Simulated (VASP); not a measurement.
# Pb (P-1) in VASP: notebook

The runs below take Pb through single point, with PBE.

All numbers are computed with VASP 6.6.1; they aren't measurements. Logs are shortened: lines on timing, memory, paths and dates and some standing lists are left out, and cuts for length are marked.

### 1 The cell of the first run

The typed cell holds 1 atom: a = 3.476 Å, b = 3.523 Å, c = 3.499 Å, α = 59.64°, β = 59.57°, γ = 60.06°.

### 2 Single point, PBE

INCAR reads:

```
ALGO = Normal ; EDIFF = 1E-6
ENCUT = 520 ; GGA = PE
ISIF = 2 ; ISMEAR = -1
LASPH = True ; LCHARG = False
LREAL = False ; LWAVE = False
NBANDS = 13 ; NELM = 100
PREC = Accurate ; SIGMA = 0.05
```

KPOINTS reads:

```
k-points
0
Gamma
  8 8 8
```

POSCAR reads:

```
Pb
1.0
    0.0193336300      2.4628699300      2.4528113600
    2.5028571400     -0.0067465600      2.4788915500
    2.4813249000      2.4674178800      0.0147856800
Pb
1
Direct
    0.0000000000      0.0000000000      0.0000000000
```

Potentials or basis: VASP PAW PBE potentials, release 64 (Pb_d).

Launch:

```
$ cat potpaw_PBE.64/Pb_d/POTCAR > POTCAR
$ mpirun -np 1 vasp_std > vasp.out
```

OUTCAR:

```text
EDIFF = 1E-6
   ENCUT = 520
   GGA = PE
   ISIF = 2
   ISMEAR = -1
   LASPH = True
   LREAL = False
   NELM = 100
   PREC = Accurate

 ion  position               nearest neighbor table
   1  0.000  0.000  0.000-

  LATTYP: Found a triclinic cell.
 ALAT       =     6.0759608958
 B/A-ratio  =     0.5747170059
 C/A-ratio  =     0.5720860747
 COS(alpha) =     0.0040486270
 COS(beta)  =     0.2850159522
 COS(gamma) =     0.8682541366

  Lattice vectors:

 A1 = (   2.5050557500,  -4.9437809300,   2.4901860600)
 A2 = (   0.0215322400,  -2.4741644400,   2.4641058700)
 A3 = (  -0.0193336300,  -2.4628699300,  -2.4528113600)

Analysis of symmetry for initial positions (statically):
=====================================================================
 Subroutine PRICEL returns:
 Original cell was already a primitive cell.

 Routine SETGRP: Setting up the symmetry group for a
 triclinic supercell.

 Subroutine GETGRP returns: Found  2 space group operations
 (whereof  2 operations were pure point group operations)
 out of a pool of  2 trial point group operations.

The static configuration has the point symmetry S_2 .

Analysis of symmetry for dynamics (positions and initial velocities):
=====================================================================
 Subroutine PRICEL returns:
 Original cell was already a primitive cell.

 Routine SETGRP: Setting up the symmetry group for a
 triclinic supercell.

 Subroutine GETGRP returns: Found  2 space group operations
 (whereof  2 operations were pure point group operations)
 out of a pool of  2 trial point group operations.

The dynamic configuration has the point symmetry S_2 .

 Subroutine INISYM returns: Found  2 space group operations
 (whereof  2 operations are pure point group operations),
 and found     1 'primitive' translations

----------------------------------------------------------------------------------------

                                     Primitive cell

  volume of cell :      30.1282

  direct lattice vectors                    reciprocal lattice vectors
     0.019333630  2.462869930  2.452811360    -0.203017904  0.202930537  0.205532950
     2.502857140 -0.006746560  2.478891550     0.199670019 -0.202001412  0.201255941
     2.481324900  2.467417880  0.014785680     0.203189651  0.202173159 -0.204603826

  length of vectors
     3.475972619  3.522675503  3.499334633     0.353045133  0.348104354  0.352168633

  position of ions in fractional coordinates (direct lattice)
     0.000000000  0.000000000  0.000000000

  ion indices of the primitive-cell ions
   primitive index   ion index
                 1           1

----------------------------------------------------------------------------------------

 KPOINTS: k-points

Automatic generation of k-mesh.
 Grid dimensions read from file:
 generate k-points for:    8    8    8

 Generating k-lattice:

  Cartesian coordinates                     Fractional coordinates (reciprocal lattice)
    -0.025377238  0.025366317  0.025691619     0.125000000  0.000000000  0.000000000
     0.024958752 -0.025250177  0.025156993     0.000000000  0.125000000 -0.000000000
     0.025398706  0.025271645 -0.025575478     0.000000000  0.000000000  0.125000000

  Length of vectors
     0.044130642  0.043513044  0.044021079

  Shift w.r.t. Gamma in fractional coordinates (k-lattice)
     0.000000000  0.000000000  0.000000000

 Subroutine IBZKPT returns following result:
 ===========================================

 Found    260 irreducible k-points:

 Following reciprocal coordinates:
            Coordinates               Weight
  0.000000  0.000000  0.000000      1.000000
  0.125000  0.000000  0.000000      2.000000
  0.250000  0.000000  0.000000      2.000000
  0.375000  0.000000 -0.000000      2.000000
  0.500000  0.000000  0.000000      1.000000
  0.000000  0.125000 -0.000000      2.000000
[... 16 lines left out ...]
  0.125000  0.375000 -0.000000      2.000000
  0.250000  0.375000 -0.000000      2.000000
 [... further k-points ...]
   k-points           NKPTS =    260   k-points in BZ     NKDIM =    260   number of bands    NBANDS=     13
   number of dos      NEDOS =    301   number of ions     NIONS =      1
   total plane-waves  NPLWV =  21952
   dimension x,y,z NGX =    28 NGY =   28 NGZ =   28
   dimension x,y,z NGXF=    56 NGYF=   56 NGZF=   56
   ions per type =               1
   NGX,Y,Z   is equivalent  to a cutoff of  13.39, 13.21, 13.30 a.u.
   NGXF,Y,Z  is equivalent  to a cutoff of  26.78, 26.43, 26.60 a.u.
 SYSTEM =  unknown system
   PREC   = accura    normal or accurate (medium, high low for compatibility)
   ISTART =      0    job   : 0-new  1-cont  2-samecut
   ICHARG =      2    charge: 1-file 2-atom 10-const
   ISPIN  =      1    spin polarized calculation?
   LNONCOLLINEAR =      F non collinear calculations
   LSORBIT =      F    spin-orbit coupling
   LASPH  =      T    aspherical Exc in radial PAW
   ENCUT  =  520.0 eV  38.22 Ry    6.18 a.u.   6.46  6.55  6.51*2*pi/ulx,y,z
   NELM   =    100;   NELMIN=  2; NELMDL= -5     # of ELM steps
   EDIFF  = 0.1E-05   stopping-criterion for ELM
   LREAL  =      F    real-space projection
   EDIFFG = 0.1E-04   stopping-criterion for IOM
   NSW    =      0    number of steps for IOM
   IBRION =     -1    ionic relax: 0-MD 1-quasi-New 2-CG
   NFREE  =      0    steps in history (QN), initial steepest desc. (CG)
   ISIF   =      2    stress and relaxation
   ISYM   =      2    0-nonsym 1-usesym 2-fastsym
   POTIM  = 0.5000    time-step for ionic-motion
   TEBEG  =    0.0;   TEEND  =   0.0 temperature during run
   PSTRESS=    0.0 pullay stress
   NELECT =      14.0000    total number of electrons
   NUPDOWN=      -1.0000    fix difference up-down
   EMIN   =  10.00;   EMAX   =-10.00  energy-range for DOS
   EFERMI =   0.00;   METHOD = LEGACY
   ISMEAR =    -1;   SIGMA  =   0.05  broadening in eV -4-tet -1-fermi 0-gaus
   EFERMI_NEDOS =   21; number of points for ismear=-14 and -15
   IALGO  =     38    algorithm
   IMIX   =      4    mixing-type and parameters
     AMIX     =   0.40;   BMIX     =  1.00
     AMIX_MAG =   1.60;   BMIX_MAG =  1.00
  volume/ion in A,a.u.               =      30.13       203.32
  Fermi-wavevector in a.u.,A,eV,Ry     =   1.268021  2.396213 21.876505  1.607878
  Thomas-Fermi vector in A             =   2.401138
   LORBIT       =      0    0 simple, 1 ext, 2 COOP (PROOUT), +10 PAW based schemes
   GGA     = PE    functional components
   LHFCALC =     F    Hartree Fock is set to
   AEXX    =    0.0000 exact exchange contribution
   IVDW    =     0    specifies the selected vdW correction
   LEPSILON=     F    determine dielectric tensor
   LRPA    =     F    only Hartree local field effects (RPA)
 non-spin polarized calculation
  energy-cutoff  :      520.00
  volume of cell :       30.13
 maximum number of plane-waves:       849
 NGX is ok and might be reduce to    28
   NGX = 13   NGY = 13   NGZ = 13

 number of electron      13.9999999 magnetization

 Free energy of the ion-electron system (eV)
  ---------------------------------------------------
  ext. energy  EPLUGINS =         0.00000000
  ---------------------------------------------------
  free energy    TOTEN  =        -3.56348880 eV

  energy without entropy =       -3.56029440  energy(sigma->0) =       -3.56189160

 E-fermi :   7.3273     XC(G=0): -10.2141

 val. band max:        7.2819710776   @ k =   0.2500   0.0000   0.3750
 cond. band min:       7.3560334024   @ k =   0.0000  -0.2500   0.3750
 fundamental gap:      0.0740623248
 Fermi energy:         7.3272987522

 k-point     1 :       0.0000    0.0000    0.0000
  band No.  band energies     occupation
      1      -9.7280      2.00000
      2      -9.7176      2.00000
      3      -9.7070      2.00000
      4      -9.5790      2.00000
      5      -9.5693      2.00000
      6      -4.4423      2.00000
      7      14.6271      0.00000
      8      14.8184      0.00000
      9      15.0178      0.00000
     10      17.1418      0.00000
     11      18.7302      0.00000
     12      19.6902      0.00000
     13      19.9338      0.00000

 k-point     2 :       0.1250    0.0000    0.0000
  band No.  band energies     occupation
      1      -9.7143      2.00000
      2      -9.7024      2.00000
      3      -9.6915      2.00000
      4      -9.5795      2.00000
      5      -9.5711      2.00000
      6      -4.1343      2.00000
      7      12.1677      0.00000
      8      14.2916      0.00000
      9      14.4792      0.00000
     10      16.6326      0.00000
     11      19.7718      0.00000
     12      20.3377      0.00000
     13      20.5713      0.00000

 k-point     3 :       0.2500    0.0000    0.0000
  band No.  band energies     occupation
      1      -9.7220      2.00000
      2      -9.6863      2.00000
      3      -9.6708      2.00000
      4      -9.5421      2.00000
      5      -9.5396      2.00000
      6      -3.2137      2.00000
      7       8.2410      0.00000
      8      13.6096      0.00000
      9      13.7459      0.00000
     10      16.2729      0.00000
     11      18.8168      0.00000
     12      19.6059      0.00000
     13      19.7725      0.00000
[... 305 lines left out ...]
 k-point    23 :       0.1250    0.3750   -0.0000
  band No.  band energies     occupation
      1      -9.7441      2.00000
      2      -9.6784      2.00000
      3      -9.6579      2.00000
      4      -9.5390      2.00000
      5      -9.4631      2.00000
      6      -2.1158      2.00000
      7       5.9492      2.00000
      8      12.0187      0.00000
      9      12.0569      0.00000
     10      15.5898      0.00000
     11      19.1730      0.00000
     12      20.5908      0.00000
     13      20.6956      0.00000

 k-point    24 :       0.2500    0.3750   -0.0000
  band No.  band energies     occupation
      1      -9.8044      2.00000
      2      -9.7011      2.00000
      3      -9.5548      2.00000
      4      -9.5223      2.00000
      5      -9.4597      2.00000
      6      -1.7808      2.00000
      7       7.2032      1.84584
      8       9.9460      0.00000
      9      10.7212      0.00000
     10      14.3057      0.00000
     11      16.1804      0.00000
     12      23.2377      0.00000
     13      23.3521      0.00000

 [... further k-points ...]

------------------------ aborting loop because EDIFF is reached ----------------------------------------

  FORCE on cell =-STRESS in cart. coord.  units (eV):
  Direction    XX          YY          ZZ          XY          YZ          ZX
  --------------------------------------------------------------------------------------
  -------------------------------------------------------------------------------------
  Total        0.5317471      0.5270470      0.5552635      0.0074584      0.0254923     -0.0833182
  in kB       28.2776096     28.0276652     29.5281848      0.3966258      1.3556485     -4.4307535
  external PRESSURE =      28.6111532 kB  Pullay stress =       0.0000000 kB

 VOLUME and BASIS-vectors are now :
 -----------------------------------------------------------------------------
  energy-cutoff  :      520.00
  volume of cell :       30.13
      direct lattice vectors                 reciprocal lattice vectors
     0.019333630  2.462869930  2.452811360    -0.203017904  0.202930537  0.205532950
     2.502857140 -0.006746560  2.478891550     0.199670019 -0.202001412  0.201255941
     2.481324900  2.467417880  0.014785680     0.203189651  0.202173159 -0.204603826

 POSITION                                       TOTAL-FORCE (eV/Angst)
 -----------------------------------------------------------------------------------
      0.00000      0.00000      0.00000         0.000000      0.000000      0.000000
 -----------------------------------------------------------------------------------
    total drift:                               -0.000000     -0.000000     -0.000000

  FREE ENERGIE OF THE ION-ELECTRON SYSTEM (eV)
  ---------------------------------------------------
  free  energy   TOTEN  =        -3.5634887985 eV

  energy  without entropy=       -3.5602944036  energy(sigma->0) =       -3.56189160
```

It took 61 s on 1 thread of Intel Xeon 6975P-C, shared host; peak memory 0.23 GiB.

What came out:

```
Free energy            : -3.5635 eV
Pressure               : 2.9 GPa
Band gap on the k mesh : zero (band 7 reaches 14.63 eV, above the bottom of band 8 at 6.00 eV)
```

Caveat: spin-orbit coupling is left out, which moves the levels of the heavy elements.

(Part 1 of 2 ends here.)
